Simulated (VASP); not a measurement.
# Zn3Cl (P6_3/mmc) in VASP: notebook

The runs below take Zn3Cl through single point, relaxation of cell and atoms, with PBE.

Program: VASP 6.6.1. These are calculated values, not measurements. Logs are shortened: lines on timing, memory, paths and dates and some standing lists are left out, and cuts for length are marked.

## 1. The cell of the first run

The structure is hexagonal, space group P6_3/mmc (No. 194). Conventional cell: a = 7.224 Å, b = 7.224 Å, c = 3.695 Å, α = 90.00°, β = 90.00°, γ = 120.00°. Zn (site symmetry mm2) has 6 Zn at 2.59 to 3.14 Å and 2 Cl at 3.00 Å within 3.4 Å. Cl (site symmetry -6m2) has 12 Zn at 3.00 to 3.62 Å and 2 Cl at 3.69 Å within 3.9 Å.

## 2. Single point, PBE

Contents of INCAR:

```
SYSTEM = Zn3Cl
  PREC = Accurate
  ENCUT = 520
  EDIFF = 1E-7
  ISMEAR = 0
  SIGMA = 0.1
  LREAL = .False.
  LASPH = .True.
  NELM = 100
  ALGO = Normal
  ISIF = 2
  LWAVE = .False.
  LCHARG = .False.
  GGA = PE
  NBANDS = 53
```

Contents of KPOINTS:

```
Automatic mesh
0
Gamma
  3 3 4
  0 0 0
```

Contents of POSCAR:

```
Zn3Cl
1.0
    7.2243533914      0.0000000000      0.0000000000
   -3.6121766957      6.2564735628      0.0000000000
    0.0000000000      0.0000000000      3.6946831344
Zn Cl
6 2
Direct
    0.8552301150      0.7104602300      0.2500000000
    0.1447698850      0.8552301150      0.7500000000
    0.2895397700      0.1447698850      0.2500000000
    0.1447698850      0.2895397700      0.7500000000
    0.8552301150      0.1447698850      0.2500000000
    0.7104602300      0.8552301150      0.7500000000
    0.3333333333      0.6666666667      0.2500000000
    0.6666666667      0.3333333333      0.7500000000
```

Potentials or basis: VASP PAW PBE potentials, release 64 (Zn, Cl).

Started as:

```bash
$ cat potpaw_PBE.64/Zn/POTCAR potpaw_PBE.64/Cl/POTCAR > POTCAR
$ mpirun -np 1 vasp_std > vasp.out
```

OUTCAR:

```text
SYSTEM = Zn3Cl
   PREC = Accurate
   ENCUT = 520
   EDIFF = 1E-7
   ISMEAR = 0
   LREAL = .False.
   LASPH = .True.
   NELM = 100
   ISIF = 2
   GGA = PE

 ion  position               nearest neighbor table
   1  0.855  0.710  0.250-   6 2.59   6 2.59   2 2.59   2 2.59
   2  0.145  0.855  0.750-   3 2.59   3 2.59   1 2.59   1 2.59
   3  0.290  0.145  0.250-   2 2.59   2 2.59   4 2.59   4 2.59
   4  0.145  0.290  0.750-   3 2.59   3 2.59   5 2.59   5 2.59
   5  0.855  0.145  0.250-   6 2.59   6 2.59   4 2.59   4 2.59
   6  0.710  0.855  0.750-   5 2.59   5 2.59   1 2.59   1 2.59
   7  0.333  0.667  0.250-
   8  0.667  0.333  0.750-

  LATTYP: Found a hexagonal cell.
 ALAT       =     7.2243533914
 C/A-ratio  =     0.5114205984

  Lattice vectors:

 A1 = (   7.2243533914,   0.0000000000,   0.0000000000)
 A2 = (  -3.6121766957,   6.2564735628,   0.0000000000)
 A3 = (   0.0000000000,   0.0000000000,   3.6946831344)

Analysis of symmetry for initial positions (statically):
=====================================================================
 Subroutine PRICEL returns:
 Original cell was already a primitive cell.

 Routine SETGRP: Setting up the symmetry group for a
 hexagonal supercell.

 Subroutine GETGRP returns: Found 24 space group operations
 (whereof 12 operations were pure point group operations)
 out of a pool of 24 trial point group operations.

The static configuration has the point symmetry D_3d.
 The point group associated with its full space group is D_6h.

Analysis of symmetry for dynamics (positions and initial velocities):
=====================================================================
 Subroutine PRICEL returns:
 Original cell was already a primitive cell.

 Routine SETGRP: Setting up the symmetry group for a
 hexagonal supercell.

 Subroutine GETGRP returns: Found 24 space group operations
 (whereof 12 operations were pure point group operations)
 out of a pool of 24 trial point group operations.

The dynamic configuration has the point symmetry D_3d.
 The point group associated with its full space group is D_6h.

 Subroutine INISYM returns: Found 24 space group operations
 (whereof 12 operations are pure point group operations),
 and found     1 'primitive' translations

----------------------------------------------------------------------------------------

                                     Primitive cell

  volume of cell :     166.9959

  direct lattice vectors                    reciprocal lattice vectors
     7.224353391  0.000000000  0.000000000     0.138420693  0.079917224  0.000000000
    -3.612176696  6.256473563  0.000000000     0.000000000  0.159834448  0.000000000
     0.000000000  0.000000000  3.694683134     0.000000000  0.000000000  0.270659205

  length of vectors
     7.224353391  7.224353391  3.694683134     0.159834448  0.159834448  0.270659205

  position of ions in fractional coordinates (direct lattice)
     0.855230115  0.710460230  0.250000000
     0.144769885  0.855230115  0.750000000
     0.289539770  0.144769885  0.250000000
     0.144769885  0.289539770  0.750000000
     0.855230115  0.144769885  0.250000000
     0.710460230  0.855230115  0.750000000
     0.333333333  0.666666667  0.250000000
     0.666666667  0.333333333  0.750000000

  ion indices of the primitive-cell ions
   primitive index   ion index
                 1           1
                 2           2
                 3           3
                 4           4
                 5           5
                 6           6
                 7           7
                 8           8

----------------------------------------------------------------------------------------

 KPOINTS: Automatic mesh

Automatic generation of k-mesh.
 Grid dimensions read from file:
 generate k-points for:    3    3    4

 Generating k-lattice:

  Cartesian coordinates                     Fractional coordinates (reciprocal lattice)
     0.046140231  0.026639075  0.000000000     0.333333333  0.000000000  0.000000000
     0.000000000  0.053278149  0.000000000     0.000000000  0.333333333  0.000000000
     0.000000000  0.000000000  0.067664801     0.000000000  0.000000000  0.250000000

  Length of vectors
     0.053278149  0.053278149  0.067664801

  Shift w.r.t. Gamma in fractional coordinates (k-lattice)
     0.000000000  0.000000000  0.000000000

 Subroutine IBZKPT returns following result:
 ===========================================

 Found      9 irreducible k-points:

 Following reciprocal coordinates:
            Coordinates               Weight
  0.000000  0.000000  0.000000      1.000000
  0.333333  0.000000  0.000000      6.000000
  0.333333  0.333333  0.000000      2.000000
  0.000000  0.000000  0.250000      2.000000
  0.333333  0.000000  0.250000     12.000000
  0.333333  0.333333  0.250000      4.000000
  0.000000  0.000000  0.500000      1.000000
  0.333333  0.000000  0.500000      6.000000
  0.333333  0.333333  0.500000      2.000000
   k-points           NKPTS =      9   k-points in BZ     NKDIM =      9   number of bands    NBANDS=     53
   number of dos      NEDOS =    301   number of ions     NIONS =      8
   total plane-waves  NPLWV =  81648
   dimension x,y,z NGX =    54 NGY =   54 NGZ =   28
   dimension x,y,z NGXF=   108 NGYF=  108 NGZF=   56
   ions per type =               6   2
   NGX,Y,Z   is equivalent  to a cutoff of  12.43, 12.43, 12.60 a.u.
   NGXF,Y,Z  is equivalent  to a cutoff of  24.85, 24.85, 25.20 a.u.
 SYSTEM =  Zn3Cl
   PREC   = accura    normal or accurate (medium, high low for compatibility)
   ISTART =      0    job   : 0-new  1-cont  2-samecut
   ICHARG =      2    charge: 1-file 2-atom 10-const
   ISPIN  =      1    spin polarized calculation?
   LNONCOLLINEAR =      F non collinear calculations
   LSORBIT =      F    spin-orbit coupling
   LASPH  =      T    aspherical Exc in radial PAW
   ENCUT  =  520.0 eV  38.22 Ry    6.18 a.u.  13.43 13.43  6.87*2*pi/ulx,y,z
   NELM   =    100;   NELMIN=  2; NELMDL= -5     # of ELM steps
   EDIFF  = 0.1E-06   stopping-criterion for ELM
   LREAL  =      F    real-space projection
   EDIFFG = 0.1E-05   stopping-criterion for IOM
   NSW    =      0    number of steps for IOM
   IBRION =     -1    ionic relax: 0-MD 1-quasi-New 2-CG
   NFREE  =      0    steps in history (QN), initial steepest desc. (CG)
   ISIF   =      2    stress and relaxation
   ISYM   =      2    0-nonsym 1-usesym 2-fastsym
   POTIM  = 0.5000    time-step for ionic-motion
   TEBEG  =    0.0;   TEEND  =   0.0 temperature during run
   PSTRESS=    0.0 pullay stress
   NELECT =      86.0000    total number of electrons
   NUPDOWN=      -1.0000    fix difference up-down
   EMIN   =  10.00;   EMAX   =-10.00  energy-range for DOS
   EFERMI =   0.00;   METHOD = LEGACY
   ISMEAR =     0;   SIGMA  =   0.10  broadening in eV -4-tet -1-fermi 0-gaus
   EFERMI_NEDOS =   21; number of points for ismear=-14 and -15
   IALGO  =     38    algorithm
   IMIX   =      4    mixing-type and parameters
     AMIX     =   0.40;   BMIX     =  1.00
     AMIX_MAG =   1.60;   BMIX_MAG =  1.00
  volume/ion in A,a.u.               =      20.87       140.87
  Fermi-wavevector in a.u.,A,eV,Ry     =   1.312217  2.479731 23.428061  1.721914
  Thomas-Fermi vector in A             =   2.442625
   LORBIT       =      0    0 simple, 1 ext, 2 COOP (PROOUT), +10 PAW based schemes
   GGA     = PE    functional components
   LHFCALC =     F    Hartree Fock is set to
   AEXX    =    0.0000 exact exchange contribution
   IVDW    =     0    specifies the selected vdW correction
   LEPSILON=     F    determine dielectric tensor
   LRPA    =     F    only Hartree local field effects (RPA)
 non-spin polarized calculation
 Gauss-broadening in eV      SIGMA  =   0.10
  energy-cutoff  :      520.00
  volume of cell :      167.00
 maximum number of plane-waves:      4538
 NGX is ok and might be reduce to    54
   NGX = 27   NGY = 27   NGZ = 13

 number of electron      86.0000016 magnetization

 Free energy of the ion-electron system (eV)
  ---------------------------------------------------
  ext. energy  EPLUGINS =         0.00000000
  ---------------------------------------------------
  free energy    TOTEN  =       -10.38271318 eV

  energy without entropy =      -10.35560621  energy(sigma->0) =      -10.36915969

 E-fermi :   1.8679     XC(G=0):  -9.6635

 val. band max:        1.8518073312   @ k =   0.3333   0.0000   0.2500
 cond. band min:       1.9285402920   @ k =   0.3333   0.0000   0.0000
 fundamental gap:      0.0767329608
 Fermi energy:         1.8679151525

 k-point     1 :       0.0000    0.0000    0.0000
  band No.  band energies     occupation
      1     -13.7618      2.00000
      2     -13.6413      2.00000
      3      -5.9574      2.00000
      4      -5.8349      2.00000
      5      -5.7993      2.00000
      6      -5.7993      2.00000
[... 45 lines left out ...]
     52       7.6358      0.00000
     53       7.7256      0.00000

 k-point     2 :       0.3333    0.0000    0.0000
  band No.  band energies     occupation
      1     -13.7343      2.00000
      2     -13.6652      2.00000
      3      -6.1781      2.00000
      4      -5.8393      2.00000
      5      -5.8061      2.00000
      6      -5.7928      2.00000
[... 45 lines left out ...]
     52       7.5460      0.00000
     53       7.8097      0.00000

 k-point     3 :       0.3333    0.3333    0.0000
  band No.  band energies     occupation
      1     -13.6988      2.00000
      2     -13.6988      2.00000
      3      -6.2709      2.00000
      4      -5.8415      2.00000
      5      -5.8142      2.00000
      6      -5.8142      2.00000
[... 45 lines left out ...]
     52       7.3390      0.00000
     53       7.3390      0.00000
[... 225 lines left out ...]
 k-point     8 :       0.3333    0.0000    0.5000
  band No.  band energies     occupation
      1     -13.4818      2.00000
      2     -13.4818      2.00000
      3      -5.6892      2.00000
      4      -5.6892      2.00000
      5      -5.6653      2.00000
      6      -5.6653      2.00000
[... 45 lines left out ...]
     52       6.8261      0.00000
     53       8.2810      0.00000

 k-point     9 :       0.3333    0.3333    0.5000
  band No.  band energies     occupation
      1     -13.4813      2.00000
      2     -13.4813      2.00000
      3      -5.6831      2.00000
      4      -5.6831      2.00000
      5      -5.6758      2.00000
      6      -5.6758      2.00000
[... 45 lines left out ...]
     52       6.6982      0.00000
     53       7.1470      0.00000

------------------------ aborting loop because EDIFF is reached ----------------------------------------

  FORCE on cell =-STRESS in cart. coord.  units (eV):
  Direction    XX          YY          ZZ          XY          YZ          ZX
  --------------------------------------------------------------------------------------
  -------------------------------------------------------------------------------------
  Total        0.2834076      0.2834076      0.3074296      0.0000000     -0.0000000     -0.0000000
  in kB        2.7190447      2.7190447      2.9495143      0.0000000     -0.0000000     -0.0000000
  external PRESSURE =       2.7958679 kB  Pullay stress =       0.0000000 kB

 VOLUME and BASIS-vectors are now :
 -----------------------------------------------------------------------------
  energy-cutoff  :      520.00
  volume of cell :      167.00
      direct lattice vectors                 reciprocal lattice vectors
     7.224353391  0.000000000  0.000000000     0.138420693  0.079917224  0.000000000
    -3.612176696  6.256473563  0.000000000     0.000000000  0.159834448  0.000000000
     0.000000000  0.000000000  3.694683134     0.000000000  0.000000000  0.270659205

 POSITION                                       TOTAL-FORCE (eV/Angst)
 -----------------------------------------------------------------------------------
      3.61218      4.44498      0.92367         0.000000     -0.015070      0.000000
     -2.04337      5.35072      2.77101         0.013051     -0.007535      0.000000
      1.56880      0.90575      0.92367         0.013051      0.007535     -0.000000
      0.00000      1.81150      2.77101         0.000000      0.015070     -0.000000
      5.65555      0.90575      0.92367        -0.013051      0.007535     -0.000000
      2.04337      5.35072      2.77101        -0.013051     -0.007535      0.000000
     -0.00000      4.17098      0.92367        -0.000000     -0.000000      0.000000
      3.61218      2.08549      2.77101        -0.000000     -0.000000     -0.000000
 -----------------------------------------------------------------------------------
    total drift:                               -0.000000      0.000000     -0.000000

  FREE ENERGIE OF THE ION-ELECTRON SYSTEM (eV)
  ---------------------------------------------------
  free  energy   TOTEN  =       -10.3827131782 eV

  energy  without entropy=      -10.3556062098  energy(sigma->0) =      -10.36915969
```

Run time: 3 min. Hardware: 1 thread of AMD EPYC, shared host; peak memory 0.26 GiB.

What came out:

```
Free energy            : -10.3827 eV
Pressure               : 0.3 GPa
Largest force          : 0.015 eV/Å
Band gap on the k mesh : zero (bands 43 and 44 overlap by 2.06 eV)
```

Forces in eV/Å, atoms in the order of the input:
```
Zn   0.000 -0.015  0.000
Zn   0.013 -0.008  0.000
Zn   0.013  0.008  0.000
Zn   0.000  0.015  0.000
Zn  -0.013  0.008  0.000
Zn  -0.013 -0.008  0.000
Cl   0.000  0.000  0.000
Cl   0.000  0.000  0.000
```

Levels at points of the mesh, in eV from the Fermi level:
```tsv
k point	band 40	band 41	band 42	band 43	band 44	band 45	band 46	band 47
(0.00, 0.00, 0.00)	-2.59	-2.59	-0.10	0.47	0.47	2.04	3.03	3.12
(0.00, 0.00, 0.50)	-3.76	-1.58	-1.58	-1.58	-1.58	1.57	1.57	1.57
```

Caveat: the k points lie up to 0.43 Å⁻¹ apart, too coarse for converged energies and pressures of a metal.

[end of part 1 of 2]

The gap in the log of VASP goes by the Fermi energy; the results here count the filled bands.